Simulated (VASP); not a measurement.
Wanted: the native input for a VASP 6.6.1 run.

```yaml
Task: single point
Functional: PBE
Potentials_or_basis: VASP PAW PBE potentials, release 64 (Cu, O)
Cutoff: 520 eV
k_mesh: 15 × 15 × 15
Occupations: gaussian, width 0.1 eV
Spin: no spin polarisation
Dipole_correction: no
Further_INCAR_settings: ALGO = Normal; EDIFF = 1e-06; NBANDS = 16
```

The structure of CuO lies in POSCAR:

```
CuO
1.0
   -0.1693248000      1.9535637144      1.9535637144
    1.9535637144     -0.1693248000      1.9535637144
    1.9535637144      1.9535637144     -0.1693248000
Cu O
1 1
Direct
    0.0000000000      0.0000000000      0.0000000000
    0.5000000000      0.5000000000      0.5000000000
```

This cell differs from its parent crystal: strained.

The input as run:

INCAR

```
PREC = Accurate
ENCUT = 520
EDIFF = 1E-6
ISMEAR = 0
SIGMA = 0.1
LREAL = F
LASPH = T
NELM = 100
ALGO = Normal
ISIF = 2
LWAVE = F
LCHARG = F
GGA = PE
NBANDS = 16
```

KPOINTS

```
Automatic mesh
0
Gamma
  15 15 15
```

Potentials or basis: VASP PAW PBE potentials, release 64 (Cu, O).

Launch:

```sh
$ cat potpaw_PBE.64/Cu/POTCAR potpaw_PBE.64/O/POTCAR > POTCAR
$ mpirun -np 1 vasp_std > vasp.out
```

It gave:

The pressure is 29.3 GPa.

Caveat: the cell differs from its parent crystal (strained); an odd number of electrons without spin polarisation forces a metal; a magnetic or distorted state may lie lower.

Wall time 47 s on 1 thread of Intel(R) Xeon(R) Platinum 8488C (Sapphire Rapids), on a shared host, peak memory 0.21 GiB.
